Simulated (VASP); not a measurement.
Set up this calculation in VASP 6.6.1, as the native input.

```yaml
Task: single point
Functional: LDA
Potentials_or_basis: VASP PAW LDA potentials, release 64 (Mg, O)
Cutoff: 520 eV
k_mesh: 8 × 8 × 8
Occupations: gaussian, width 0.02 eV
Spin: no spin polarisation
Dipole_correction: no
Further_INCAR_settings: ALGO = Normal; EDIFF = 1e-07; NBANDS = 11
```

The structure of MgO (de600) lies in POSCAR:

```
MgO
1.0
    0.0000000000      2.0804427289      2.0804427289
    2.0804427289      0.0000000000      2.0804427289
    2.0804427289      2.0804427289      0.0000000000
Mg O
1 1
Direct
    0.0000000000      0.0000000000      0.0000000000
    0.5000000000      0.5000000000      0.5000000000
```

One way to write it, as run:

INCAR

```
SYSTEM = MgO
PREC     = Accurate       ! precision mode
ENCUT    = 520            ! plane-wave cutoff, eV
EDIFF    = 1E-7           ! SCF threshold, eV
ISMEAR   = 0              ! smearing method
SIGMA    = 0.02           ! smearing width, eV
LREAL    = .FALSE.        ! projectors in reciprocal space
LASPH    = .TRUE.         ! aspherical terms in the spheres
NELM     = 60             ! most SCF steps
ALGO     = Normal         ! electronic algorithm
ISIF     = 2              ! what is computed and relaxed
LWAVE    = .FALSE.        ! write WAVECAR
LCHARG   = .FALSE.        ! write CHGCAR
GGA      = CA             ! functional
NBANDS   = 11             ! bands
```

KPOINTS

```
Automatic mesh
0
G
  8 8 8
  0 0 0
```

Potentials or basis: VASP PAW LDA potentials, release 64 (Mg, O).

Run with:

```bash
$ cat potpaw_LDA.64/Mg/POTCAR potpaw_LDA.64/O/POTCAR > POTCAR
$ mpirun -np 1 vasp_std > vasp.out
```

Results of the run:

| Property | Result |
| --- | --- |
| Pressure | -1.9 GPa |
| Band gap on the k mesh | 5.02 eV, direct |

Run time: 6.4 s on 1 thread of Intel(R) Xeon(R) Platinum 8259CL CPU @ 2.50GHz (Skylake/Cascade Lake), on a shared host, peak memory 0.13 GiB.
